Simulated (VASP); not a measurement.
# HfN in VASP: a series of runs

HfN is run at these levels: r2SCAN; tasks: single point.

Everything below comes from runs of VASP 6.6.1. Logs are shortened: lines on timing, memory, paths and dates and some standing lists are left out, and cuts for length are marked.

### Step 1. The cell of the first run

It takes space group F-43m (No. 216, cubic). Conventional cell: a = 4.664 Å, b = 4.664 Å, c = 4.664 Å, α = 90.00°, β = 90.00°, γ = 90.00°. Hf (site symmetry -43m) has 4 N at 2.02 Å within 2.7 Å. N (site symmetry -43m) has 4 Hf at 2.02 Å within 2.7 Å.

### Step 2. Single point, r2SCAN (strain -0.050 along x and y, -0.050 along z)

Input file POSCAR:

```
HfN
1.0
    0.0000000000      2.3320809000      2.3320809000
    2.3320809000      0.0000000000      2.3320809000
    2.3320809000      2.3320809000      0.0000000000
Hf N
1 1
Direct
    0.0000000000      0.0000000000      0.0000000000
    0.7500000000      0.7500000000      0.7500000000
```

Input file INCAR.step1:

```
ALGO = Normal
EDIFF = 1E-4
ENCUT = 520
GGA = PE
ISMEAR = 0
LASPH = T
LCHARG = F
LREAL = F
LWAVE = T
NBANDS = 14
NELM = 60
PREC = Accurate
SIGMA = 0.15
```

Input file INCAR.step2:

```
ALGO = Normal
EDIFF = 1E-6
ENCUT = 520
ISIF = 2
ISMEAR = 0
ISTART = 1
LASPH = T
LCHARG = F
LMIXTAU = T
LREAL = F
LWAVE = F
METAGGA = R2SCAN
NBANDS = 14
NELM = 60
PREC = Accurate
SIGMA = 0.15
```

Input file KPOINTS:

```
k-points
0
Gamma
  16 16 16
```

Potentials or basis: VASP PAW PBE potentials, release 64 (Hf_pv, N).

The run is started by

```sh
cat potpaw_PBE.64/Hf_pv/POTCAR potpaw_PBE.64/N/POTCAR > POTCAR
cp INCAR.step1 INCAR
mpirun -np 1 vasp_std > vasp.out
cp INCAR.step2 INCAR
mpirun -np 1 vasp_std > vasp.out
```

OUTCAR:

```text
EDIFF = 1E-6
   ENCUT = 520
   ISIF = 2
   ISMEAR = 0
   ISTART = 1
   LASPH = T
   LREAL = F
   METAGGA = R2SCAN
   NELM = 60
   PREC = Accurate

 ion  position               nearest neighbor table
   1  0.000  0.000  0.000-   2 2.02   2 2.02   2 2.02   2 2.02
   2  0.750  0.750  0.750-   1 2.02   1 2.02   1 2.02   1 2.02

  LATTYP: Found a face centered cubic cell.
 ALAT       =     4.6641618000

  Lattice vectors:

 A1 = (   0.0000000000,   2.3320809000,   2.3320809000)
 A2 = (   2.3320809000,   0.0000000000,   2.3320809000)
 A3 = (   2.3320809000,   2.3320809000,   0.0000000000)

Analysis of symmetry for initial positions (statically):
=====================================================================
 Subroutine PRICEL returns:
 Original cell was already a primitive cell.

 Routine SETGRP: Setting up the symmetry group for a
 face centered cubic supercell.

 Subroutine GETGRP returns: Found 24 space group operations
 (whereof 24 operations were pure point group operations)
 out of a pool of 48 trial point group operations.

The static configuration has the point symmetry T_d .

Analysis of symmetry for dynamics (positions and initial velocities):
=====================================================================
 Subroutine PRICEL returns:
 Original cell was already a primitive cell.

 Routine SETGRP: Setting up the symmetry group for a
 face centered cubic supercell.

 Subroutine GETGRP returns: Found 24 space group operations
 (whereof 24 operations were pure point group operations)
 out of a pool of 48 trial point group operations.

The dynamic configuration has the point symmetry T_d .

 Subroutine INISYM returns: Found 24 space group operations
 (whereof 24 operations are pure point group operations),
 and found     1 'primitive' translations

----------------------------------------------------------------------------------------

                                     Primitive cell

  volume of cell :      25.3665

  direct lattice vectors                    reciprocal lattice vectors
     0.000000000  2.332080900  2.332080900    -0.214400795  0.214400795  0.214400795
     2.332080900  0.000000000  2.332080900     0.214400795 -0.214400795  0.214400795
     2.332080900  2.332080900  0.000000000     0.214400795  0.214400795 -0.214400795

  length of vectors
     3.298060437  3.298060437  3.298060437     0.371353071  0.371353071  0.371353071

  position of ions in fractional coordinates (direct lattice)
     0.000000000  0.000000000  0.000000000
     0.750000000  0.750000000  0.750000000

  ion indices of the primitive-cell ions
   primitive index   ion index
                 1           1
                 2           2

----------------------------------------------------------------------------------------

 KPOINTS: k-points

Automatic generation of k-mesh.
 Grid dimensions read from file:
 generate k-points for:   16   16   16

 Generating k-lattice:

  Cartesian coordinates                     Fractional coordinates (reciprocal lattice)
    -0.013400050  0.013400050  0.013400050     0.062500000  0.000000000  0.000000000
     0.013400050 -0.013400050  0.013400050     0.000000000  0.062500000  0.000000000
     0.013400050  0.013400050 -0.013400050     0.000000000  0.000000000  0.062500000

  Length of vectors
     0.023209567  0.023209567  0.023209567

  Shift w.r.t. Gamma in fractional coordinates (k-lattice)
     0.000000000  0.000000000  0.000000000

 Subroutine IBZKPT returns following result:
 ===========================================

 Found    145 irreducible k-points:

 Following reciprocal coordinates:
            Coordinates               Weight
  0.000000  0.000000  0.000000      1.000000
  0.062500  0.000000  0.000000      8.000000
  0.125000  0.000000  0.000000      8.000000
  0.187500  0.000000  0.000000      8.000000
  0.250000  0.000000  0.000000      8.000000
  0.312500  0.000000  0.000000      8.000000
[... 16 lines left out ...]
 -0.125000  0.062500  0.000000     24.000000
 -0.062500  0.062500  0.000000     12.000000
 [... further k-points ...]
   k-points           NKPTS =    145   k-points in BZ     NKDIM =    145   number of bands    NBANDS=     14
   number of dos      NEDOS =    301   number of ions     NIONS =      2
   total plane-waves  NPLWV =  21952
   dimension x,y,z NGX =    28 NGY =   28 NGZ =   28
   dimension x,y,z NGXF=    56 NGYF=   56 NGZF=   56
   ions per type =               1   1
   NGX,Y,Z   is equivalent  to a cutoff of  14.11, 14.11, 14.11 a.u.
   NGXF,Y,Z  is equivalent  to a cutoff of  28.23, 28.23, 28.23 a.u.
 SYSTEM =  unknown system
   PREC   = accura    normal or accurate (medium, high low for compatibility)
   ISTART =      1    job   : 0-new  1-cont  2-samecut
   ICHARG =      0    charge: 1-file 2-atom 10-const
   ISPIN  =      1    spin polarized calculation?
   LNONCOLLINEAR =      F non collinear calculations
   LSORBIT =      F    spin-orbit coupling
   LASPH  =      T    aspherical Exc in radial PAW
   ENCUT  =  520.0 eV  38.22 Ry    6.18 a.u.   6.13  6.13  6.13*2*pi/ulx,y,z
   NELM   =     60;   NELMIN=  2; NELMDL=  0     # of ELM steps
   EDIFF  = 0.1E-05   stopping-criterion for ELM
   LREAL  =      F    real-space projection
   EDIFFG = 0.1E-04   stopping-criterion for IOM
   NSW    =      0    number of steps for IOM
   IBRION =     -1    ionic relax: 0-MD 1-quasi-New 2-CG
   NFREE  =      0    steps in history (QN), initial steepest desc. (CG)
   ISIF   =      2    stress and relaxation
   ISYM   =      2    0-nonsym 1-usesym 2-fastsym
   POTIM  = 0.5000    time-step for ionic-motion
   TEBEG  =    0.0;   TEEND  =   0.0 temperature during run
   PSTRESS=    0.0 pullay stress
   NELECT =      15.0000    total number of electrons
   NUPDOWN=      -1.0000    fix difference up-down
   EMIN   =  10.00;   EMAX   =-10.00  energy-range for DOS
   EFERMI =   0.00;   METHOD = LEGACY
   ISMEAR =     0;   SIGMA  =   0.15  broadening in eV -4-tet -1-fermi 0-gaus
   EFERMI_NEDOS =   21; number of points for ismear=-14 and -15
   IALGO  =     38    algorithm
   IMIX   =      4    mixing-type and parameters
     AMIX     =   0.40;   BMIX     =  1.00
     AMIX_MAG =   1.60;   BMIX_MAG =  1.00
  volume/ion in A,a.u.               =      12.68        85.59
  Fermi-wavevector in a.u.,A,eV,Ry     =   1.374100  2.596672 25.689847  1.888151
  Thomas-Fermi vector in A             =   2.499557
   LORBIT       =      0    0 simple, 1 ext, 2 COOP (PROOUT), +10 PAW based schemes
   METAGGA = R2SCAN    functional components
   LHFCALC =     F    Hartree Fock is set to
   AEXX    =    0.0000 exact exchange contribution
   IVDW    =     0    specifies the selected vdW correction
   LEPSILON=     F    determine dielectric tensor
   LRPA    =     F    only Hartree local field effects (RPA)
 non-spin polarized calculation
 Gauss-broadening in eV      SIGMA  =   0.15
  energy-cutoff  :      520.00
  volume of cell :       25.37
 maximum number of plane-waves:       701
 NGX is ok and might be reduce to    28
   NGX = 13   NGY = 13   NGZ = 13

 number of electron      15.0000000 magnetization

 Free energy of the ion-electron system (eV)
  ---------------------------------------------------
  ext. energy  EPLUGINS =         0.00000000
  ---------------------------------------------------
  free energy    TOTEN  =       -57.32470057 eV

  energy without entropy =      -57.31960674  energy(sigma->0) =      -57.32215365

 E-fermi :   7.0400     XC(G=0): -12.7752

 val. band max:        6.9784594953   @ k =   0.0625   0.0000   0.0000
 cond. band min:       7.0551748293   @ k =   0.0625   0.0625   0.0000
 fundamental gap:      0.0767153340
 Fermi energy:         7.0400492172

 k-point     1 :       0.0000    0.0000    0.0000
  band No.  band energies     occupation
      1     -24.7620      2.00000
      2     -24.7620      2.00000
      3     -24.7620      2.00000
      4     -11.0156      2.00000
      5       0.4257      2.00000
      6       0.4257      2.00000
      7       0.4257      2.00000
      8       6.7419      1.99506
      9       9.8586      0.00000
     10       9.8586      0.00000
     11      14.9927      0.00000
     12      14.9927      0.00000
     13      14.9927      0.00000
     14      19.0050      0.00000

 k-point     2 :       0.0625    0.0000    0.0000
  band No.  band energies     occupation
      1     -24.7997      2.00000
      2     -24.7665      2.00000
      3     -24.7665      2.00000
      4     -10.9479      2.00000
      5       0.3410      2.00000
      6       0.4637      2.00000
      7       0.4637      2.00000
      8       6.9785      1.43854
      9       9.7629      0.00000
     10       9.7629      0.00000
     11      14.8585      0.00000
     12      15.1513      0.00000
     13      15.1513      0.00000
     14      19.0050      0.00000

 k-point     3 :       0.1250    0.0000    0.0000
  band No.  band energies     occupation
      1     -24.9054      2.00000
      2     -24.7792      2.00000
      3     -24.7792      2.00000
      4     -10.7603      2.00000
      5       0.1528      2.00000
      6       0.5694      2.00000
      7       0.5694      2.00000
      8       7.5972      0.00000
      9       9.5505      0.00000
     10       9.5505      0.00000
     11      14.5395      0.00000
     12      15.5074      0.00000
     13      15.5074      0.00000
     14      19.0050      0.00000
[... 324 lines left out ...]
 k-point    23 :      -0.1250    0.0625    0.0000
  band No.  band energies     occupation
      1     -24.9692      2.00000
      2     -24.8098      2.00000
      3     -24.7796      2.00000
      4     -10.6259      2.00000
      5       0.0243      2.00000
      6       0.6161      2.00000
      7       0.7050      2.00000
      8       8.0066      0.00000
      9       9.1379      0.00000
     10       9.7189      0.00000
     11      14.5123      0.00000
     12      15.3516      0.00000
     13      15.9000      0.00000
     14      19.0050      0.00000

 k-point    24 :      -0.0625    0.0625    0.0000
  band No.  band energies     occupation
      1     -24.8535      2.00000
      2     -24.7853      2.00000
      3     -24.7686      2.00000
      4     -10.8403      2.00000
      5       0.2057      2.00000
      6       0.5063      2.00000
      7       0.5622      2.00000
      8       7.3400      0.00469
      9       9.4557      0.00000
     10       9.8020      0.00000
     11      14.8033      0.00000
     12      15.1124      0.00000
     13      15.4994      0.00000
     14      19.0050      0.00000

 [... further k-points ...]
[... 5 lines left out ...]
  --------------------------------------------------------------------------------------
  -------------------------------------------------------------------------------------
  Total        5.9933322      5.9933322      5.9933322      0.0000000      0.0000000      0.0000000
  in kB      378.5455137    378.5455137    378.5455137      0.0000000      0.0000000      0.0000000
  external PRESSURE =     378.5455137 kB  Pullay stress =       0.0000000 kB

 VOLUME and BASIS-vectors are now :
 -----------------------------------------------------------------------------
  energy-cutoff  :      520.00
  volume of cell :       25.37
      direct lattice vectors                 reciprocal lattice vectors
     0.000000000  2.332080900  2.332080900    -0.214400795  0.214400795  0.214400795
     2.332080900  0.000000000  2.332080900     0.214400795 -0.214400795  0.214400795
     2.332080900  2.332080900  0.000000000     0.214400795  0.214400795 -0.214400795

 POSITION                                       TOTAL-FORCE (eV/Angst)
 -----------------------------------------------------------------------------------
      0.00000      0.00000      0.00000         0.000000      0.000000      0.000000
      3.49812      3.49812      3.49812        -0.000000     -0.000000     -0.000000
 -----------------------------------------------------------------------------------
    total drift:                                0.000000      0.000000      0.000000

  FREE ENERGIE OF THE ION-ELECTRON SYSTEM (eV)
  ---------------------------------------------------
  free  energy   TOTEN  =       -57.3247005702 eV

  energy  without entropy=      -57.3196067353  energy(sigma->0) =      -57.32215365
```

Wall time 2.7 min (1 thread of AMD EPYC 9R45 (Zen 5), shared host); peak memory 0.17 GiB.

What came out:

```
Free energy : -57.3247 eV
Pressure    : 37.9 GPa
```

Levels at points of the mesh, in eV from the Fermi level:
```tsv
k point	band 3	band 4	band 5	band 6	band 7	band 8	band 9	band 10	band 11	band 12
(0.00, 0.00, 0.00)	-31.80	-18.06	-6.61	-6.61	-6.61	-0.30	2.82	2.82	7.95	7.95
(0.50, 0.00, 0.00)	-31.92	-16.63	-6.36	-5.84	-5.84	1.85	3.49	3.49	5.29	6.46
(0.50, 0.50, 0.00)	-32.10	-16.12	-8.11	-4.10	-4.10	-1.34	2.96	5.17	5.77	5.77
```

Caveat: the cell differs from its parent crystal (strain -0.050 along x and y, -0.050 along z); the PAW data sets were made with another functional, which shifts forces and pressure a little; spin-orbit coupling is left out, which moves the levels of the heavy elements.

### Step 3. Single point, r2SCAN (strain -0.050 along x and y, -0.025 along z)

Input file POSCAR:

```
HfN
1.0
    0.0000000000      2.3320809000      2.3934514500
    2.3320809000      0.0000000000      2.3934514500
    2.3320809000      2.3320809000      0.0000000000
Hf N
1 1
Direct
    0.0000000000      0.0000000000      0.0000000000
    0.7500000000      0.7500000000      0.7500000000
```

Input file INCAR.step1:

```
ALGO = Normal
EDIFF = 1E-4
ENCUT = 520
GGA = PE
ISMEAR = 0
LASPH = True
LCHARG = False
LREAL = False
LWAVE = True
NBANDS = 14
NELM = 60
PREC = Accurate
SIGMA = 0.15
```

Input file INCAR.step2:

```
ALGO = Normal
EDIFF = 1E-7
ENCUT = 520
ISIF = 2
ISMEAR = 0
ISTART = 1
LASPH = True
LCHARG = False
LMIXTAU = True
LREAL = False
LWAVE = False
METAGGA = R2SCAN
NBANDS = 14
NELM = 60
PREC = Accurate
SIGMA = 0.15
```

KPOINTS is that of step 2.

Potentials or basis: VASP PAW PBE potentials, release 64 (Hf_pv, N).

The run is started by

```sh
cat potpaw_PBE.64/Hf_pv/POTCAR potpaw_PBE.64/N/POTCAR > POTCAR
cp INCAR.step1 INCAR
mpirun -np 1 vasp_std > vasp.out
cp INCAR.step2 INCAR
mpirun -np 1 vasp_std > vasp.out
```

It took 6.4 min on 1 thread of AMD EPYC 9R45 (Zen 5), shared host; peak memory 0.24 GiB.

It converged, with:

- Free energy: -57.4585 eV
- Pressure: 29.0 GPa

Stress tensor (GPa, compression positive):
```
30.47  0.00  0.00
 0.00 30.47  0.00
 0.00  0.00 26.13
```

Levels at points of the mesh, in eV from the Fermi level:
```
           k point  band 6  band 7  band 8  band 9  band 10  band 11
(0.00, 0.00, 0.00)   -6.45   -6.45   -0.38    2.55     2.95     7.42
(0.50, 0.00, 0.00)   -5.81   -5.65    1.78    3.37     3.43     5.15
(0.50, 0.50, 0.00)   -4.03   -4.03   -1.47    2.80     5.03     5.58
(0.50, 0.00, 0.50)   -4.16   -4.07   -1.27    2.86     5.04     5.58
```

Caveat: the cell differs from its parent crystal (strain -0.050 along x and y, -0.025 along z); the PAW data sets were made with another functional, which shifts forces and pressure a little; spin-orbit coupling is left out, which moves the levels of the heavy elements.
